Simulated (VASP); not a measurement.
Input of a VASP 6.6.1 run:

INCAR

```
  ALGO = Normal
  EDIFF = 1E-6
  EDIFFG = -0.01
  ENCUT = 600
  GGA = PE
  IBRION = 2
  ISIF = 3
  ISMEAR = 0
  LASPH = T
  LCHARG = F
  LREAL = F
  LWAVE = F
  NELM = 100
  NSW = 100
  PREC = Accurate
  SIGMA = 0.1
```

KPOINTS

```
k-points
0
Gamma
  12 12 12
```

POSCAR

```
SrAl3O2
1.0
    5.6456552600      0.0000000000      0.0000000000
   -2.8228276300      4.8892808800      0.0000000000
    0.0000000000      0.0000000000      3.3097759400
Sr Al O
1 3 2
Direct
    0.0000000000      0.0000000000      0.5000000000
    0.0000000000      0.5000000000      0.0000000000
    0.5000000000      0.5000000000      0.0000000000
    0.5000000000      0.0000000000      0.0000000000
    0.6666666700      0.3333333300      0.5000000000
    0.3333333300      0.6666666700      0.5000000000
```

Potentials or basis: VASP PAW PBE potentials, release 64 (Sr_sv, Al, O).

Launch:

```console
$ cat potpaw_PBE.64/Sr_sv/POTCAR potpaw_PBE.64/Al/POTCAR potpaw_PBE.64/O/POTCAR > POTCAR
$ mpirun -np 1 vasp_std > vasp.out
```

Problem. What does it give for the band gap on the k mesh?

Solution. Zero (an odd number of electrons rules out a gap without spin polarisation).

Problem. Estimate the space group after relaxing (to 0.1 Å).

Solution. P6/mmm (No. 191).

Problem. What does it give for the relaxed cell?

Solution. a = 5.330 Å, b = 5.330 Å, c = 3.709 Å, α = 90.00°, β = 90.00°, γ = 120.00°.

Final structure:
```
CELL_PARAMETERS angstrom
5.33002 0.00000 0.00000
-2.66501 4.61593 0.00000
0.00000 0.00000 3.70850
ATOMIC_POSITIONS crystal
Sr 0.00000 0.00000 0.50000
Al 0.00000 0.50000 0.00000
Al 0.50000 0.50000 0.00000
Al 0.50000 0.00000 0.00000
O 0.66667 0.33333 0.50000
O 0.33333 0.66667 0.50000
```
